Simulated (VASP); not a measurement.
# SiC (P6_3mc) in VASP: notebook, part 2 of 2

VASP 6.6.1. Earlier steps stand in the parts before.

## Step 4: Relaxation of the atoms, LDA (10.14 Å³/atom)

This run uses another cell than the first one, of 10.14 Å³/atom.

Input file INCAR:

```
ALGO = Normal
EDIFF = 1E-6
EDIFFG = -0.01
ENCUT = 520
IBRION = 2
ISIF = 2
ISMEAR = 0
LASPH = T
LCHARG = F
LREAL = F
LWAVE = F
NELM = 100
NSW = 50
PREC = Accurate
SIGMA = 0.05
```

Input file KPOINTS:

```
k-points
0
Gamma
  12 12 6
```

Input file POSCAR:

```
SiC
1.0
    3.0156514304      0.0000000000      0.0000000000
   -1.5078257152      2.6116307477      0.0000000000
    0.0000000000      0.0000000000      5.1519389038
Si C
2 2
Direct
    0.3333333333      0.6666666667      0.0046041256
    0.6666666667      0.3333333333      0.5046041256
    0.3333333333      0.6666666667      0.3803958744
    0.6666666667      0.3333333333      0.8803958744
```

Potentials or basis: VASP PAW LDA potentials, release 64 (Si, C).

Command:

```bash
$ cat potpaw_LDA.64/Si/POTCAR potpaw_LDA.64/C/POTCAR > POTCAR
$ mpirun -np 1 vasp_std > vasp.out
```

OUTCAR:

```text
EDIFF = 1E-6
   EDIFFG = -0.01
   ENCUT = 520
   IBRION = 2
   ISIF = 2
   ISMEAR = 0
   LASPH = T
   LREAL = F
   NELM = 100
   NSW = 50
   PREC = Accurate

 ion  position               nearest neighbor table
   1  0.333  0.667  0.005-   4 1.85   4 1.85   4 1.85   3 1.94   2 3.11   2 3.11   2 3.11   2 3.11
                             2 3.11   2 3.11
   2  0.667  0.333  0.505-   3 1.85   3 1.85   3 1.85   4 1.94   1 3.11   1 3.11   1 3.11   1 3.11
                             1 3.11   1 3.11
   3  0.333  0.667  0.380-   2 1.85   2 1.85   2 1.85   1 1.94
   4  0.667  0.333  0.880-   1 1.85   1 1.85   1 1.85   2 1.94

  LATTYP: Found a hexagonal cell.
 ALAT       =     3.0156514304
 C/A-ratio  =     1.7084000000

  Lattice vectors:

 A1 = (   3.0156514304,   0.0000000000,   0.0000000000)
 A2 = (  -1.5078257152,   2.6116307477,   0.0000000000)
 A3 = (   0.0000000000,   0.0000000000,   5.1519389038)

Analysis of symmetry for initial positions (statically):
=====================================================================
 Subroutine PRICEL returns:
 Original cell was already a primitive cell.

 Routine SETGRP: Setting up the symmetry group for a
 hexagonal supercell.

 Subroutine GETGRP returns: Found 12 space group operations
 (whereof  6 operations were pure point group operations)
 out of a pool of 24 trial point group operations.

The static configuration has the point symmetry C_3v.
 The point group associated with its full space group is C_6v.

Analysis of symmetry for dynamics (positions and initial velocities):
=====================================================================
 Subroutine PRICEL returns:
 Original cell was already a primitive cell.

 Routine SETGRP: Setting up the symmetry group for a
 hexagonal supercell.

 Subroutine GETGRP returns: Found 12 space group operations
 (whereof  6 operations were pure point group operations)
 out of a pool of 24 trial point group operations.

The dynamic configuration has the point symmetry C_3v.
 The point group associated with its full space group is C_6v.

[... 146 lines left out ...]
 Free energy of the ion-electron system (eV)
  ---------------------------------------------------
  ext. energy  EPLUGINS =         0.00000000
  ---------------------------------------------------
  free energy    TOTEN  =       -33.19873012 eV

  energy without entropy =      -33.19873012  energy(sigma->0) =      -33.19873012

------------------------ aborting loop because EDIFF is reached ----------------------------------------

  FORCE on cell =-STRESS in cart. coord.  units (eV):
  Direction    XX          YY          ZZ          XY          YZ          ZX
  --------------------------------------------------------------------------------------
  -------------------------------------------------------------------------------------
  Total        2.1732194      2.1732194     -3.5466936      0.0000000     -0.0000000      0.0000000
  in kB       85.8124968     85.8124968   -140.0459742      0.0000000     -0.0000000      0.0000000
  external PRESSURE =      10.5263398 kB  Pullay stress =       0.0000000 kB
[... 63 lines left out ...]
--------------------------------------- Ionic step        3  -------------------------------------------

 number of electron      15.9999999 magnetization

 Free energy of the ion-electron system (eV)
  ---------------------------------------------------
  ext. energy  EPLUGINS =         0.00000000
  ---------------------------------------------------
  free energy    TOTEN  =       -33.20557943 eV

  energy without entropy =      -33.20557943  energy(sigma->0) =      -33.20557943

 E-fermi :   8.8343     XC(G=0): -11.6364

 val. band max:        8.5555124535   @ k =   0.0000   0.0000   0.0000
 cond. band min:      10.3618324179   @ k =   0.3333   0.3333   0.0000
 fundamental gap:      1.8063199644
 Fermi energy:         8.8342993452

 k-point     1 :       0.0000    0.0000    0.0000
  band No.  band energies     occupation
      1      -7.1978      2.00000
      2      -3.8095      2.00000
      3      -0.5170      2.00000
      4       7.4067      2.00000
      5       7.4067      2.00000
      6       8.0255      2.00000
      7       8.5555      2.00000
      8       8.5555      2.00000
      9      13.9970      0.00000
     10      14.0198      0.00000
     11      15.4522      0.00000
     12      15.4522      0.00000
[... 331 lines left out ...]
 k-point    24 :       0.3333   -0.0000    0.1667
  band No.  band energies     occupation
      1      -5.1237      2.00000
      2      -2.6519      2.00000
      3       1.1350      2.00000
      4       2.6307      2.00000
      5       3.6283      2.00000
      6       5.7965      2.00000
      7       6.6935      2.00000
      8       7.3808      2.00000
      9      11.9364      0.00000
     10      12.7772      0.00000
     11      15.0401      0.00000
     12      16.3595      0.00000

 [... further k-points ...]

------------------------ aborting loop because EDIFF is reached ----------------------------------------

  FORCE on cell =-STRESS in cart. coord.  units (eV):
  Direction    XX          YY          ZZ          XY          YZ          ZX
  --------------------------------------------------------------------------------------
  -------------------------------------------------------------------------------------
  Total        1.9394229      1.9394229     -3.3512365      0.0000000      0.0000000      0.0000000
  in kB       76.5807271     76.5807271   -132.3280882      0.0000000      0.0000000      0.0000000
  external PRESSURE =       6.9444554 kB  Pullay stress =       0.0000000 kB
[... 19 lines left out ...]
  FREE ENERGIE OF THE ION-ELECTRON SYSTEM (eV)
  ---------------------------------------------------
  free  energy   TOTEN  =       -33.2055794254 eV

  energy  without entropy=      -33.2055794254  energy(sigma->0) =      -33.20557943

 reached required accuracy - stopping structural energy minimisation
```

CONTCAR:

```text
SiC
   1.00000000000000
     3.0156514304000002    0.0000000000000000    0.0000000000000000
    -1.5078257152000001    2.6116307477000000    0.0000000000000000
     0.0000000000000000    0.0000000000000000    5.1519389037999996
  Si              C
     2     2
Direct
     0.3333333332999970    0.6666666667000030    0.0065624208938876
     0.6666666667000030    0.3333333332999970    0.5065624208938875
     0.3333333332999970    0.6666666667000030    0.3784375791061104
     0.6666666667000030    0.3333333332999970    0.8784375791061105

  0.00000000E+00  0.00000000E+00  0.00000000E+00
  0.00000000E+00  0.00000000E+00  0.00000000E+00
  0.00000000E+00  0.00000000E+00  0.00000000E+00
  0.00000000E+00  0.00000000E+00  0.00000000E+00
```

It took 23 s on 1 thread of Intel Xeon 6975P-C (Granite Rapids), shared host; peak memory 0.15 GiB.

Results:

```
Free energy               : -33.2056 eV
Energy gained by relaxing : 1.7 meV/atom
Ionic steps               : 3
Pressure after relaxing   : 0.7 GPa
Band gap on the k mesh    : 1.81 eV (least direct gap 4.22 eV)
```

Stress tensor (GPa, compression positive):
```
  7.66   0.00   0.00
  0.00   7.66   0.00
  0.00   0.00 -13.23
```

Step by step:
```
step  energy change (eV)  largest force (eV/Å)  pressure (GPa)
   1              0.0000                0.3349            1.05
   2             -0.0043                0.2158            0.52
   3             -0.0068                0.0001            0.69
```

Final structure:
```
Si C
1.0
     3.01565    0.00000    0.00000
    -1.50783    2.61163    0.00000
     0.00000    0.00000    5.15194
Si C
2 2
Direct
  0.33333 0.66667 0.00656
  0.66667 0.33333 0.50656
  0.33333 0.66667 0.37844
  0.66667 0.33333 0.87844
```

## Step 5: Relaxation of the atoms, LDA (10.14 Å³/atom)

This run uses another cell than the first one, of 10.14 Å³/atom.

Input file INCAR:

```
  ALGO = Normal
  EDIFF = 1E-6
  EDIFFG = -0.01
  ENCUT = 520
  GGA = CA
  IBRION = 2
  ISIF = 2
  ISMEAR = 0
  LASPH = T
  LCHARG = F
  LREAL = F
  LWAVE = F
  NELM = 100
  NSW = 50
  PREC = Accurate
  SIGMA = 0.05
```

KPOINTS is that of step 4.

Input file POSCAR:

```
SiC
1.0
    3.0973155902      0.0000000000      0.0000000000
   -1.5486577951      2.6823539847      0.0000000000
    0.0000000000      0.0000000000      4.8838472227
Si C
2 2
Direct
    0.3333333333      0.6666666667      0.0046041256
    0.6666666667      0.3333333333      0.5046041256
    0.3333333333      0.6666666667      0.3803958744
    0.6666666667      0.3333333333      0.8803958744
```

Command:

```bash
$ cat potpaw_LDA.64/Si/POTCAR potpaw_LDA.64/C/POTCAR > POTCAR
$ mpirun -np 1 vasp_std > vasp.out
```

Run time: 21 s. Hardware: 1 thread of Intel Xeon 6975P-C (Granite Rapids), shared host; peak memory 0.15 GiB.

The run converged. Its results:

```yaml
Free_energy: -33.2079 eV
Energy_gained_by_relaxing: 3.0 meV/atom
Ionic_steps: 3
Pressure_after_relaxing: 0.4 GPa
Band_gap_on_the_k_mesh: 2.16 eV (least direct gap 3.58 eV)
```

Stress tensor (GPa, compression positive):
```
-6.24  0.00  0.00
 0.00 -6.24  0.00
 0.00  0.00 13.69
```

Step by step:
| step | energy change (eV) | largest force (eV/Å) | pressure (GPa) |
| --- | --- | --- | --- |
| 1 | 0.0000 | 0.5005 | 0.78 |
| 2 | -0.0016 | 0.4321 | 0.17 |
| 3 | -0.0120 | 0.0004 | 0.40 |

Final structure:
```cif
data_structure
_symmetry_space_group_name_H-M 'P 1'
_symmetry_Int_Tables_number 1
_cell_length_a 3.0973
_cell_length_b 3.0973
_cell_length_c 4.8838
_cell_angle_alpha 90.000
_cell_angle_beta 90.000
_cell_angle_gamma 120.000
_cell_volume 40.58
loop_
_atom_site_label
_atom_site_type_symbol
_atom_site_fract_x
_atom_site_fract_y
_atom_site_fract_z
_atom_site_occupancy
Si1 Si 0.33333 0.66667 0.00209 1
Si2 Si 0.66667 0.33333 0.50209 1
C1 C 0.33333 0.66667 0.38291 1
C2 C 0.66667 0.33333 0.88291 1
```

Levels at points of the mesh, in eV from the valence-band top:
```csv
k point,band 5,band 6,band 7,band 8,band 9,band 10,band 11,band 12
"(0.00, 0.00, 0.00)",-1.79,-0.27,-0.27,0.00,4.10,6.16,6.16,6.60
"(0.50, 0.00, 0.00)",-5.66,-3.78,-3.49,-1.37,2.21,4.30,6.73,6.88
"(0.00, 0.00, 0.50)",-1.10,-1.10,-1.10,-1.10,5.35,5.35,6.87,6.87
"(0.50, 0.00, 0.50)",-2.80,-2.80,-2.27,-2.27,3.16,3.16,5.23,5.23
```

A k mesh can miss the band edges.

## Step 6: Relaxation of the atoms, LDA (8.52 Å³/atom)

This run uses another cell than the first one, of 8.52 Å³/atom.

Input file INCAR:

```
  ALGO = Normal
  EDIFF = 1E-6
  EDIFFG = -0.01
  ENCUT = 520
  IBRION = 2
  ISIF = 2
  ISMEAR = 0
  LASPH = True
  LCHARG = False
  LREAL = False
  LWAVE = False
  NELM = 60
  NSW = 50
  PREC = Accurate
  SIGMA = 0.05
```

KPOINTS is that of step 5.

Input file POSCAR:

```
SiC
1.0
    2.9224545869      0.0000000000      0.0000000000
   -1.4612272935      2.5309199136      0.0000000000
    0.0000000000      0.0000000000      4.6081263926
Si C
2 2
Direct
    0.3333333333      0.6666666667      0.0046041256
    0.6666666667      0.3333333333      0.5046041256
    0.3333333333      0.6666666667      0.3803958744
    0.6666666667      0.3333333333      0.8803958744
```

Potentials or basis: VASP PAW LDA potentials, release 64 (Si, C).

Command:

```bash
$ cat potpaw_LDA.64/Si/POTCAR potpaw_LDA.64/C/POTCAR > POTCAR
$ mpirun -np 1 vasp_std > vasp.out
```

It took 31 s on 1 thread of AMD EPYC 9R45 (Zen 5), shared host; peak memory 0.12 GiB.

The run converged. Its results:

```
Free energy               : -32.2073 eV
Energy gained by relaxing : 8.9 meV/atom
Ionic steps               : 3
Pressure after relaxing   : 56.0 GPa
Band gap on the k mesh    : 1.74 eV (least direct gap 3.94 eV)
```

Stress tensor (GPa, compression positive):
```
48.87  0.00  0.00
 0.00 48.87  0.00
 0.00  0.00 70.38
```

Step by step:
```tsv
step	energy change (eV)	largest force (eV/Å)	pressure (GPa)
1	0.0000	1.0333	56.87
2	0.0618	1.4249	55.70
3	-0.0356	0.0017	56.04
```

Final structure:
```
CELL_PARAMETERS angstrom
2.92245 0.00000 0.00000
-1.46123 2.53092 0.00000
0.00000 0.00000 4.60813
ATOMIC_POSITIONS crystal
Si 0.33333 0.66667 0.00075
Si 0.66667 0.33333 0.50075
C 0.33333 0.66667 0.38425
C 0.66667 0.33333 0.88425
```

Levels at points of the mesh, in eV from the valence-band top:
```tsv
k point	band 4	band 5	band 6	band 7	band 8	band 9	band 10	band 11	band 12
(0.00, 0.00, 0.00)	-2.07	-2.07	-0.47	-0.47	0.00	5.49	7.07	7.07	8.51
(0.50, 0.00, 0.00)	-6.88	-6.37	-4.33	-4.09	-1.58	2.36	4.42	7.46	7.88
(0.00, 0.00, 0.50)	-4.64	-1.33	-1.33	-1.33	-1.33	6.75	6.75	7.66	7.66
(0.50, 0.00, 0.50)	-9.59	-3.22	-3.22	-2.52	-2.52	3.42	3.42	5.90	5.90
```

A k mesh can miss the band edges. LDA gaps usually lie below the measured ones, often by a third to a half.

## Step 7: Summary

```csv
cell,gap on the mesh (eV),pressure (GPa)
"atoms relaxed from a = 3.211, b = 3.211, c = 5.271 Å, angles 90.0, 90.0, 120.0°, 4 atoms",2.37,-25.2
"atoms relaxed from a = 3.127, b = 3.127, c = 5.560 Å, angles 90.0, 90.0, 120.0°, 4 atoms",2.17,-23.5
"atoms relaxed from a = 3.016, b = 3.016, c = 5.152 Å, angles 90.0, 90.0, 120.0°, 4 atoms",1.81,0.7
"atoms relaxed from a = 3.097, b = 3.097, c = 4.884 Å, angles 90.0, 90.0, 120.0°, 4 atoms",2.16,0.4
"atoms relaxed from a = 2.922, b = 2.922, c = 4.608 Å, angles 90.0, 90.0, 120.0°, 4 atoms",1.74,56.0
```

Alike in all rows: task relaxation of the atoms; level LDA; potentials or basis VASP PAW LDA potentials, release 64 (Si, C); no spin polarisation; k mesh 12 × 12 × 6; cutoff (eV) 520; smearing gaussian 0.05 eV.

Total energies depend on the potentials used, so only differences within one code and one set of settings carry meaning.
